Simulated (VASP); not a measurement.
Here is a VASP 6.6.1 calculation.

INCAR

```
SYSTEM = ZrB2
  PREC = Accurate
  ENCUT = 600
  EDIFF = 1E-8
  ISMEAR = -1
  SIGMA = 0.05
  LREAL = .False.
  LASPH = .True.
  NELM = 100
  ALGO = Normal
  ISIF = 3
  LWAVE = .False.
  LCHARG = .True.
  GGA = PE
  NBANDS = 16
  IBRION = 6
  NFREE = 2
  POTIM = 0.015
  NSW = 1
```

KPOINTS

```
Automatic mesh
0
Gamma
  7 7 6
  0 0 0
```

The input POSCAR:

```
ZrB2
1.0
    3.1700000000      0.0000000000      0.0000000000
   -1.5850000000      2.7453005300      0.0000000000
    0.0000000000      0.0000000000      3.5330000000
Zr B
1 2
Direct
    0.0000000000      0.0000000000      0.0000000000
    0.6666666667      0.3333333333      0.5000000000
    0.3333333333      0.6666666667      0.5000000000
```

Potentials or basis: VASP PAW PBE potentials, release 64 (Zr_sv, B).

Run with:

```console
$ cat potpaw_PBE.64/Zr_sv/POTCAR potpaw_PBE.64/B/POTCAR > POTCAR
$ mpirun -np 1 vasp_std > vasp.out
```

Question: What does it give for the Voigt bulk modulus?

Answer: 242 GPa.

Question: Predict the highest phonon frequency at Γ, LO-TO splitting left out.

Answer: 753 cm⁻¹.

Elastic tensor in Voigt notation (GPa, in the Cartesian axes of the cell as first typed):
```
569  55 125   0   0   0
 55 569 125   0   0   0
125 125 433   0   0   0
  0   0   0 253   0   0
  0   0   0   0 253   0
  0   0   0   0   0 257
```
